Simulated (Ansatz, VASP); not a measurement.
## One calculation of MgF2, two programs

The input POSCAR:

```
MgF2
1.0
    4.5757958346      0.0000000000      0.0000000000
    0.0000000000      4.5757958346      0.0000000000
    0.0000000000      0.0000000000      3.0156506419
Mg F
2 4
Direct
    0.0000000000      0.0000000000      0.0000000000
    0.5000000000      0.5000000000      0.5000000000
    0.3023852470      0.3023852470      0.0000000000
    0.1976147530      0.8023852470      0.5000000000
    0.8023852470      0.1976147530      0.5000000000
    0.6976147530      0.6976147530      0.0000000000
```

File INCAR.step1:

```
PREC = Accurate
ENCUT = 660
ISMEAR = 0
SIGMA = 0.01
LREAL = F
LASPH = T
NELM = 120
NBANDS = 25
GGA = PE
ALGO = Normal
EDIFF = 1E-5
LWAVE = T
LCHARG = F
GGA_COMPAT = F
```

INCAR.step2

```
PREC = Accurate
ENCUT = 660
EDIFF = 1E-6
ISMEAR = 0
SIGMA = 0.01
LREAL = F
LASPH = T
NELM = 120
ALGO = Normal
ISIF = 2
LWAVE = F
LCHARG = F
METAGGA = R2SCAN
LMIXTAU = T
NBANDS = 25
ISTART = 1
GGA_COMPAT = F
```

File KPOINTS:

```
regular mesh
0
Gamma
  6 6 8
```

Input for Ansatz:

```yaml
crystal:
  lattice:
    - [4.5757958346, 0.0, 0.0]
    - [0.0, 4.5757958346, 0.0]
    - [0.0, 0.0, 3.0156506419]
  atoms:
    - { symbol: Mg, position: [0.0, 0.0, 0.0] }
    - { symbol: Mg, position: [0.5, 0.5, 0.5] }
    - { symbol: F, position: [0.302385247, 0.302385247, 0.0] }
    - { symbol: F, position: [0.197614753, 0.802385247, 0.5] }
    - { symbol: F, position: [0.802385247, 0.197614753, 0.5] }
    - { symbol: F, position: [0.697614753, 0.697614753, 0.0] }
kpoints:
  mp_grid: { grid: [6, 6, 8] }
  band_path:
    path:
      - [0.0, 0.0, 0.0]
      - [0.0, 0.5, 0.0]
      - [0.5, 0.5, 0.0]
      - [0.0, 0.0, 0.5]
      - [0.0, 0.5, 0.5]
      - [0.5, 0.5, 0.5]
    npoints: 1
hamiltonian:
  xc: r2scan
scf:
  occupations: { method: fixed }
  n_extra_bands: 5
output:
  forces: true
  stress: true
  eigenvalues: true
```

Change from the starting cell: hydrostatic strain -1.0%.

Alike in both runs: task single point; functional r2SCAN; k mesh 6 × 6 × 8; no spin polarisation.

|  | VASP | Ansatz |
| --- | --- | --- |
| version | VASP 6.6.1 | Ansatz 0.2.0 |
| potentials or method | VASP PAW PBE potentials, release 64 (Mg, F) | plane waves, PAW |
| plane-wave cutoff (eV) | 660 | 500 |
| occupations | gaussian, width 0.01 eV | fixed |
| valence electrons in the cell | 32 | 48 |

```csv
,VASP,Ansatz,Ansatz less VASP
gap on the k mesh at the Fermi level (eV),8.25,8.29,+0.036
pressure (GPa),1.9,3.4,+1.49
"traceless stress, the component that is largest in VASP (GPa)",0.13,0.22,+0.090
rms of the force components (eV/Å),0.004,0.000,-0.0036
```

VASP's potentials were made for PBE, not for r2SCAN. Atom by atom the forces differ by 0.004 eV/Å (rms over components). VASP's potentials hold 32 valence electrons a cell and Ansatz's 48, so a difference there can come from the potentials and not from the codes.
